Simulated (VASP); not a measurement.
Crystal: NiMoIrPdW.

```
Ni Mo Pd Ir W
1.0
     2.76078    0.00000    0.00000
    -1.38039    2.39090    0.00000
     0.00000    0.00000   11.34051
Ni Mo Pd Ir W
1 1 1 1 1
Direct
  0.00000 0.00000 0.70917
  0.66667 0.33333 0.29425
  0.66667 0.33333 0.89901
  0.00000 0.00000 0.10604
  0.66667 0.33333 0.52921
```

Base run:

- Program: VASP 6.6.1
- Functional: PBE
- Potentials or basis: VASP PAW PBE potentials, release 64 (Ni, Mo_sv, Pd, Ir, W_sv)
- Cutoff: 520 eV
- k mesh: 10 × 10 × 2
- Occupations: fermi-dirac, width 0.05 eV
- Spin: collinear spin, ferromagnetic start
- Starting moments: [1.0, 1.0, 0.0, 0.6, 0.0] μB

Its results: pressure 0.3 GPa; net moment 0.19 μB per cell; site moments Ni +0.17; Mo +0.00; Pd +0.00; Ir +0.00; W +0.02 μB; largest force 0.208 eV/Å.

**Question.** The run is repeated on the same cell with these changes: k mesh from 10 × 10 × 2 to 7 × 7 × 2; further incar settings from ALGO = Fast; EDIFF = 1e-06; NBANDS = 40 to ALGO = Normal; EDIFF = 1e-06; NBANDS = 40. What comes out?

**Answer.** Pressure -0.2 GPa; net moment 0.09 μB per cell; site moments Ni +0.07; Mo -0.00; Pd +0.00; Ir +0.00; W +0.01 μB; largest force 0.336 eV/Å.

Caveats: some runs use coarse meshes.
